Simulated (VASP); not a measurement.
# ScTa2 (P6/mmm) in VASP: further runs

ScTa2 is run at these levels: PBE; tasks: single point, relaxation of cell and atoms.

Program: VASP 6.6.1. These are calculated values, not measurements. Logs are shortened: lines on timing, memory, paths and dates and some standing lists are left out, and cuts for length are marked.

## Step 1: The cell of the first run

The structure is hexagonal, space group P6/mmm (No. 191). The conventional cell has a = 3.627 Å, b = 3.627 Å, c = 4.077 Å, α = 90.00°, β = 90.00°, γ = 120.00°. Sc (site symmetry 6/mmm) has 12 Ta at 2.92 Å and 6 Sc at 3.63 Å within 3.8 Å. Ta (site symmetry -6m2) has 3 Ta at 2.09 Å within 2.8 Å.

## Step 2: Single point, PBE

Input file INCAR:

```
SYSTEM = ScTa2
PREC     = Accurate       ! precision mode
ENCUT    = 520            ! plane-wave cutoff, eV
EDIFF    = 1E-7           ! SCF threshold, eV
ISMEAR   = 0              ! smearing method
SIGMA    = 0.1            ! smearing width, eV
LREAL    = .FALSE.        ! projectors in reciprocal space
LASPH    = .TRUE.         ! aspherical terms in the spheres
NELM     = 60             ! most SCF steps
ALGO     = Normal         ! electronic algorithm
ISIF     = 2              ! what is computed and relaxed
LWAVE    = .FALSE.        ! write WAVECAR
LCHARG   = .TRUE.         ! write CHGCAR
GGA      = PE             ! functional
LELF     = .TRUE.         ! ELF
LVHAR    = .TRUE.       
NBANDS   = 24             ! bands
```

Input file KPOINTS:

```
regular mesh
0
G
  6 6 4
  0 0 0
```

Input file POSCAR:

```
ScTa2
1.0
    3.6271724400      0.0000000000      0.0000000000
   -1.8135862200      3.1412234800      0.0000000000
    0.0000000000      0.0000000000      4.0768908900
Sc Ta
1 2
Direct
    0.0000000000      0.0000000000      0.0000000000
    0.6666666700      0.3333333300      0.5000000000
    0.3333333300      0.6666666700      0.5000000000
```

Potentials or basis: VASP PAW PBE potentials, release 64 (Sc_sv, Ta_pv).

Command:

```
$ cat potpaw_PBE.64/Sc_sv/POTCAR potpaw_PBE.64/Ta_pv/POTCAR > POTCAR
$ mpirun -np 1 vasp_std > vasp.out
```

OUTCAR:

```text
SYSTEM = ScTa2
   PREC = Accurate
   ENCUT = 520
   EDIFF = 1E-7
   ISMEAR = 0
   LREAL = .FALSE.
   LASPH = .TRUE.
   NELM = 60
   ISIF = 2
   GGA = PE

 ion  position               nearest neighbor table
   1  0.000  0.000  0.000-   2 2.92   3 2.92   2 2.92   3 2.92   2 2.92   2 2.92   3 2.92   3 2.92
                             2 2.92   2 2.92   3 2.92   3 2.92
   2  0.667  0.333  0.500-   3 2.09   3 2.09   3 2.09   1 2.92   1 2.92   1 2.92   1 2.92   1 2.92
                             1 2.92
   3  0.333  0.667  0.500-   2 2.09   2 2.09   2 2.09   1 2.92   1 2.92   1 2.92   1 2.92   1 2.92
                             1 2.92

  LATTYP: Found a hexagonal cell.
 ALAT       =     3.6271724400
 C/A-ratio  =     1.1239859581

  Lattice vectors:

 A1 = (   3.6271724400,   0.0000000000,   0.0000000000)
 A2 = (  -1.8135862200,   3.1412234800,   0.0000000000)
 A3 = (   0.0000000000,   0.0000000000,   4.0768908900)

Analysis of symmetry for initial positions (statically):
=====================================================================
 Subroutine PRICEL returns:
 Original cell was already a primitive cell.

 Routine SETGRP: Setting up the symmetry group for a
 hexagonal supercell.

 Subroutine GETGRP returns: Found 24 space group operations
 (whereof 24 operations were pure point group operations)
 out of a pool of 24 trial point group operations.

The static configuration has the point symmetry D_6h.

Analysis of symmetry for dynamics (positions and initial velocities):
=====================================================================
 Subroutine PRICEL returns:
 Original cell was already a primitive cell.

 Routine SETGRP: Setting up the symmetry group for a
 hexagonal supercell.

 Subroutine GETGRP returns: Found 24 space group operations
 (whereof 24 operations were pure point group operations)
 out of a pool of 24 trial point group operations.

The dynamic configuration has the point symmetry D_6h.

 Subroutine INISYM returns: Found 24 space group operations
 (whereof 24 operations are pure point group operations),
 and found     1 'primitive' translations

----------------------------------------------------------------------------------------

                                     Primitive cell

  volume of cell :      46.4511

  direct lattice vectors                    reciprocal lattice vectors
     3.627172440  0.000000000  0.000000000     0.275696846  0.159173648  0.000000000
    -1.813586220  3.141223480  0.000000000     0.000000000  0.318347296  0.000000000
[... 84 lines left out ...]
   LREAL  =      F    real-space projection
   EDIFFG = 0.1E-05   stopping-criterion for IOM
   NSW    =      0    number of steps for IOM
   IBRION =     -1    ionic relax: 0-MD 1-quasi-New 2-CG
   NFREE  =      0    steps in history (QN), initial steepest desc. (CG)
   ISIF   =      2    stress and relaxation
   ISYM   =      2    0-nonsym 1-usesym 2-fastsym
   POTIM  = 0.5000    time-step for ionic-motion
   TEBEG  =    0.0;   TEEND  =   0.0 temperature during run
   PSTRESS=    0.0 pullay stress
   NELECT =      33.0000    total number of electrons
   NUPDOWN=      -1.0000    fix difference up-down
   EMIN   =  10.00;   EMAX   =-10.00  energy-range for DOS
   EFERMI =   0.00;   METHOD = LEGACY
   ISMEAR =     0;   SIGMA  =   0.10  broadening in eV -4-tet -1-fermi 0-gaus
   EFERMI_NEDOS =   21; number of points for ismear=-14 and -15
   IALGO  =     38    algorithm
   IMIX   =      4    mixing-type and parameters
     AMIX     =   0.40;   BMIX     =  1.00
     AMIX_MAG =   1.60;   BMIX_MAG =  1.00
  volume/ion in A,a.u.               =      15.48       104.49
  Fermi-wavevector in a.u.,A,eV,Ry     =   1.460766  2.760448 29.032635  2.133838
  Thomas-Fermi vector in A             =   2.577177
   LORBIT       =      0    0 simple, 1 ext, 2 COOP (PROOUT), +10 PAW based schemes
   GGA     = PE    functional components
   LHFCALC =     F    Hartree Fock is set to
   AEXX    =    0.0000 exact exchange contribution
   IVDW    =     0    specifies the selected vdW correction
   LEPSILON=     F    determine dielectric tensor
   LRPA    =     F    only Hartree local field effects (RPA)
 non-spin polarized calculation
 Gauss-broadening in eV      SIGMA  =   0.10
  energy-cutoff  :      520.00
  volume of cell :       46.45
 maximum number of plane-waves:      1264
 NGX is ok and might be reduce to    28
   NGX = 13   NGY = 13   NGZ = 15

 number of electron      33.0000007 magnetization

 Free energy of the ion-electron system (eV)
  ---------------------------------------------------
  ext. energy  EPLUGINS =         0.00000000
  ---------------------------------------------------
  free energy    TOTEN  =       -20.27112314 eV

  energy without entropy =      -20.25789098  energy(sigma->0) =      -20.26450706

 E-fermi :   6.4475     XC(G=0): -12.6739

 val. band max:        6.4467222380   @ k =   0.5000   0.0000   0.5000
 cond. band min:       6.5541469740   @ k =   0.3333   0.3333   0.0000
 fundamental gap:      0.1074247361
 Fermi energy:         6.4475303898

 k-point     1 :       0.0000    0.0000    0.0000
  band No.  band energies     occupation
      1     -41.9692      2.00000
      2     -30.0477      2.00000
      3     -30.0477      2.00000
      4     -27.6134      2.00000
      5     -25.5562      2.00000
      6     -24.8481      2.00000
[... 556 lines left out ...]
     23      10.7900      0.00000
     24      12.1937      0.00000

------------------------ aborting loop because EDIFF is reached ----------------------------------------

  FORCE on cell =-STRESS in cart. coord.  units (eV):
  Direction    XX          YY          ZZ          XY          YZ          ZX
  --------------------------------------------------------------------------------------
  -------------------------------------------------------------------------------------
  Total       41.3716871     41.3716871      6.3379311      0.0000000     -0.0000000     -0.0000000
  in kB     1426.9793446   1426.9793474    218.6059442      0.0000000     -0.0000000     -0.0000000
  external PRESSURE =    1024.1882121 kB  Pullay stress =       0.0000000 kB

 VOLUME and BASIS-vectors are now :
 -----------------------------------------------------------------------------
  energy-cutoff  :      520.00
  volume of cell :       46.45
      direct lattice vectors                 reciprocal lattice vectors
     3.627172440  0.000000000  0.000000000     0.275696846  0.159173648  0.000000000
    -1.813586220  3.141223480  0.000000000     0.000000000  0.318347296  0.000000000
     0.000000000  0.000000000  4.076890890     0.000000000  0.000000000  0.245284955

 POSITION                                       TOTAL-FORCE (eV/Angst)
 -----------------------------------------------------------------------------------
      0.00000      0.00000      0.00000         0.000000      0.000000      0.000000
      1.81359      1.04707      2.03845         0.000000     -0.000000     -0.000000
     -0.00000      2.09415      2.03845        -0.000000      0.000000      0.000000
 -----------------------------------------------------------------------------------
    total drift:                                0.000000      0.000000      0.000000

  FREE ENERGIE OF THE ION-ELECTRON SYSTEM (eV)
  ---------------------------------------------------
  free  energy   TOTEN  =       -20.2711231365 eV

  energy  without entropy=      -20.2578909754  energy(sigma->0) =      -20.26450706
```

OSZICAR:

```text
N       E                     dE             d eps       ncg     rms          rms(c)
DAV:   1     0.340028472115E+03    0.34003E+03   -0.16730E+04  1016   0.151E+03
DAV:   2    -0.406357715565E+01   -0.34409E+03   -0.33174E+03  1032   0.486E+02
DAV:   3    -0.225835384733E+02   -0.18520E+02   -0.16866E+02  1576   0.102E+02
DAV:   4    -0.230409333237E+02   -0.45739E+00   -0.45560E+00  1272   0.152E+01
DAV:   5    -0.230493611266E+02   -0.84278E-02   -0.84240E-02  1408   0.198E+00    0.380E+01
DAV:   6    -0.206261354768E+02    0.24232E+01   -0.88121E+00  1528   0.243E+01    0.249E+01
DAV:   7    -0.204627135477E+02    0.16342E+00   -0.24846E+00  1512   0.140E+01    0.123E+01
DAV:   8    -0.203018740460E+02    0.16084E+00   -0.83724E-01  1496   0.852E+00    0.110E+00
DAV:   9    -0.202713400194E+02    0.30534E-01   -0.12127E-01  1520   0.336E+00    0.252E-01
DAV:  10    -0.202715032659E+02   -0.16325E-03   -0.29300E-03  1536   0.433E-01    0.146E-01
DAV:  11    -0.202711313347E+02    0.37193E-03   -0.85468E-04  1480   0.259E-01    0.462E-02
DAV:  12    -0.202711227880E+02    0.85467E-05   -0.73409E-05  1456   0.852E-02    0.119E-02
DAV:  13    -0.202711234622E+02   -0.67422E-06   -0.24124E-06  1512   0.140E-02    0.404E-03
DAV:  14    -0.202711231797E+02    0.28254E-06   -0.11818E-06  1400   0.880E-03    0.133E-03
DAV:  15    -0.202711231365E+02    0.43233E-07   -0.24196E-08   648   0.148E-03
   1 F= -.20271123E+02 E0= -.20264507E+02  d E =-.132322E-01
```

stdout:

```text
POSCAR found type information on POSCAR ScTa
 POSCAR found :  2 types and       3 ions
 scaLAPACK will be used
 LDA part: xc-table for (Slater+PW92), standard interpolation
 POSCAR, INCAR and KPOINTS ok, starting setup
 FFT: planning ... GRIDC
 FFT: planning ... GRID_SOFT
 FFT: planning ... GRID
 WAVECAR not read
 entering main loop
```

Run time: 28 s. Hardware: 1 thread of AMD EPYC 7R43 (Zen 3), shared host; peak memory 0.13 GiB.

What came out:

```
Free energy : -20.2711 eV
Pressure    : 102.4 GPa
```

Levels at points of the mesh, in eV from the Fermi level:
```csv
k point,band 14,band 15,band 16,band 17,band 18,band 19
"(0.00, 0.00, 0.00)",-1.47,0.80,0.80,1.03,1.03,1.73
"(0.50, 0.00, 0.00)",-2.44,-2.36,-1.75,0.19,0.80,1.61
"(0.00, 0.00, 0.50)",-2.67,-0.75,-0.48,-0.48,2.62,4.25
"(0.50, 0.00, 0.50)",-2.66,-1.78,0.00,0.91,1.05,2.48
```

Caveat: the k points lie up to 0.39 Å⁻¹ apart; spin-orbit coupling is left out, which moves the levels of the heavy elements.

## Step 3: Single point, PBE

This run uses another cell than the first one, of 19.90 Å³/atom, 1.285 times its volume.

Input file INCAR:

```
SYSTEM = ScTa2
ALGO = Normal
EDIFF = 1E-6
ENCUT = 520
GGA = PE
ISIF = 2
ISMEAR = 0
LASPH = .TRUE.
LCHARG = .FALSE.
LREAL = .FALSE.
LWAVE = .FALSE.
NBANDS = 24
NELM = 60
PREC = Accurate
SIGMA = 0.1
```

Input file KPOINTS:

```
k-points
0
G
  6 6 4
  0 0 0
```

Input file POSCAR:

```
ScTa2
1.0
    4.8294858363      0.0000000000      0.0000000000
   -2.4147429181      4.1824574214      0.0000000000
    0.0000000000      0.0000000000      2.9551691785
Sc Ta
1 2
Direct
    0.0000000000      0.0000000000      0.0000000000
    0.6666666667      0.3333333333      0.5000000000
    0.3333333333      0.6666666667      0.5000000000
```

Potentials or basis: VASP PAW PBE potentials, release 64 (Sc_sv, Ta_pv).

Command:

```
$ cat potpaw_PBE.64/Sc_sv/POTCAR potpaw_PBE.64/Ta_pv/POTCAR > POTCAR
$ mpirun -np 1 vasp_std > vasp.out
```

It took 30 s on 1 thread of AMD EPYC 7R43 (Zen 3), shared host; peak memory 0.15 GiB.

Results (log left out):

```yaml
Free_energy: -29.3336 eV
Pressure: 0.0 GPa
```

Levels at points of the mesh, in eV from the Fermi level:
```tsv
k point	band 14	band 15	band 16	band 17	band 18	band 19
(0.00, 0.00, 0.00)	-1.44	-1.44	-1.01	-1.01	0.84	1.36
(0.50, 0.00, 0.00)	-1.66	-1.60	-1.28	0.11	0.66	0.78
(0.00, 0.00, 0.50)	-1.92	-1.92	-1.83	0.33	0.33	0.80
(0.50, 0.00, 0.50)	-1.74	-1.61	-1.50	0.03	0.22	0.96
```

Caveat: the k points lie up to 0.53 Å⁻¹ apart; spin-orbit coupling is left out, which moves the levels of the heavy elements.

## Step 4: Single point, PBE

This run uses another cell than the first one, of 19.89 Å³/atom, 1.284 times its volume.

Input file INCAR:

```
PREC = Accurate ; ENCUT = 520
EDIFF = 1E-6 ; ISMEAR = 0
SIGMA = 0.1 ; LREAL = False
LASPH = True ; NELM = 80
ALGO = Fast ; ISIF = 2
LWAVE = False ; LCHARG = False
GGA = PE ; NBANDS = 24
```

Input file KPOINTS:

```
Automatic mesh
0
Gamma
  6 6 6
```

Input file POSCAR:

```
ScTa2
1.0
    4.8539169649      0.0000000000      0.0000000000
   -2.4269584824      4.2036153995      0.0000000000
    0.0000000000      0.0000000000      2.9237808359
Sc Ta
1 2
Direct
    0.0000000000      0.0000000000      0.0000000000
    0.6666666667      0.3333333333      0.5000000000
    0.3333333333      0.6666666667      0.5000000000
```

Command:

```
$ cat potpaw_PBE.64/Sc_sv/POTCAR potpaw_PBE.64/Ta_pv/POTCAR > POTCAR
$ mpirun -np 1 vasp_std > vasp.out
```

It took 47 s on 1 thread of AMD EPYC 7R43 (Zen 3), shared host; peak memory 0.16 GiB.

It converged, with:

```
Free energy : -29.3870 eV
Pressure    : -0.1 GPa
```

Stress tensor (GPa, compression positive):
```
-0.03  0.00  0.00
 0.00 -0.03  0.00
 0.00  0.00 -0.18
```

Levels at points of the mesh, in eV from the Fermi level:
```tsv
k point	band 14	band 15	band 16	band 17	band 18	band 19
(0.00, 0.00, 0.00)	-1.26	-1.26	-0.81	-0.81	0.90	1.53
(0.50, 0.00, 0.00)	-1.40	-1.38	-1.06	0.25	0.82	0.86
(0.00, 0.00, 0.50)	-1.73	-1.73	-1.47	0.54	0.54	1.05
(0.50, 0.00, 0.50)	-1.45	-1.40	-1.21	0.26	0.42	1.14
```

Caveat: spin-orbit coupling is left out, which moves the levels of the heavy elements.

## Step 5: Relaxation of cell and atoms, PBE

Input file INCAR:

```
SYSTEM = ScTa2
ALGO     = Normal         ! electronic algorithm
EDIFF    = 1E-6           ! SCF threshold, eV
EDIFFG   = -0.04          ! ionic threshold
ENCUT    = 600            ! plane-wave cutoff, eV
GGA      = PE             ! functional
IBRION   = 2              ! ionic algorithm
ISIF     = 3              ! what is computed and relaxed
ISMEAR   = 0              ! smearing method
LASPH    = .TRUE.         ! aspherical terms in the spheres
LCHARG   = .FALSE.        ! write CHGCAR
LREAL    = .FALSE.        ! projectors in reciprocal space
LWAVE    = .FALSE.        ! write WAVECAR
NELM     = 60             ! most SCF steps
NSW      = 90             ! ionic steps
PREC     = Accurate       ! precision mode
SIGMA    = 0.1            ! smearing width, eV
```

Input file KPOINTS:

```
k-points
0
G
  6 6 4
  0 0 0
```

Input file POSCAR:

```
ScTa2
1.0
    3.6271724400      0.0000000000      0.0000000000
   -1.8135862200      3.1412234800      0.0000000000
    0.0000000000      0.0000000000      4.0768908900
Sc Ta
1 2
Direct
    0.0000000000      0.0000000000      0.0000000000
    0.6666666700      0.3333333300      0.5000000000
    0.3333333300      0.6666666700      0.5000000000
```

Command:

```
$ cat potpaw_PBE.64/Sc_sv/POTCAR potpaw_PBE.64/Ta_pv/POTCAR > POTCAR
$ mpirun -np 1 vasp_std > vasp.out
```

Run time: 6.6 min. Hardware: 1 thread of AMD EPYC 7R43 (Zen 3), shared host; peak memory 0.17 GiB.

Results (log left out):

| Property | Result |
| --- | --- |
| Free energy | -29.3190 eV |
| Relaxed volume | 19.88 Å³/atom |
| Relaxed cell | a = 4.825 Å, b = 4.825 Å, c = 2.958 Å, α = 90.00°, β = 90.00°, γ = 120.00° |
| Space group after relaxing (to 0.05 Å) | P6/mmm (No. 191) |
| Energy gained by relaxing | 3015.8 meV/atom |
| Ionic steps | 14 |
| Pressure after relaxing | 0.0 GPa |

Stress tensor (GPa, compression positive):
```
 0.13  0.00  0.00
 0.00  0.13  0.00
 0.00  0.00 -0.12
```

Step by step:
```tsv
step	energy change (eV)	largest force (eV/Å)	pressure (GPa)	volume (Å³)
1	0.0000	0.0000	102.47	46.45
2	1.2615	0.0000	-18.75	142.01
3	-6.9498	0.0000	-12.15	77.30
4	-7.1157	0.0000	-8.50	73.64
5	-7.1599	0.0000	-4.97	70.77
6	-7.9928	0.0000	-4.06	65.48
7	-7.8972	0.0000	33.05	49.86
8	-8.4519	0.0000	0.90	61.04
9	-8.8080	0.0000	11.75	55.67
10	-8.9502	0.0000	2.65	58.51
11	-9.0100	0.0000	5.01	57.56
12	-9.0466	0.0000	0.47	59.49
13	-9.0466	0.0000	0.41	59.52
14	-9.0473	0.0000	0.05	59.65
```

Final structure:
```xyz
3
Lattice="4.8253 0.0000 0.0000 -2.4127 4.1788 0.0000 0.0000 0.0000 2.9582" Properties=species:S:1:pos:R:3 pbc="T T T"
Sc    0.0000    0.0000    0.0000
Ta    2.4127    1.3929    1.4791
Ta    0.0000    2.7859    1.4791
```

Levels at points of the mesh, in eV from the Fermi level:
```
           k point  band 13  band 14  band 15  band 16  band 17  band 18  band 19  band 20
(0.00, 0.00, 0.00)    -1.85    -1.44    -1.44    -1.01    -1.01     0.85     1.36     1.36
(0.50, 0.00, 0.00)    -3.73    -1.66    -1.60    -1.28     0.12     0.67     0.78     0.92
(0.00, 0.00, 0.50)    -3.21    -1.92    -1.92    -1.84     0.34     0.34     0.79     0.79
(0.50, 0.00, 0.50)    -3.08    -1.75    -1.62    -1.51     0.02     0.22     0.96     1.23
```

Caveat: the k points lie up to 0.53 Å⁻¹ apart in the final cell; the volume moved by over 15 % at a fixed basis, so the end points are rough; spin-orbit coupling is left out, which moves the levels of the heavy elements.

[end of part 1 of 2]
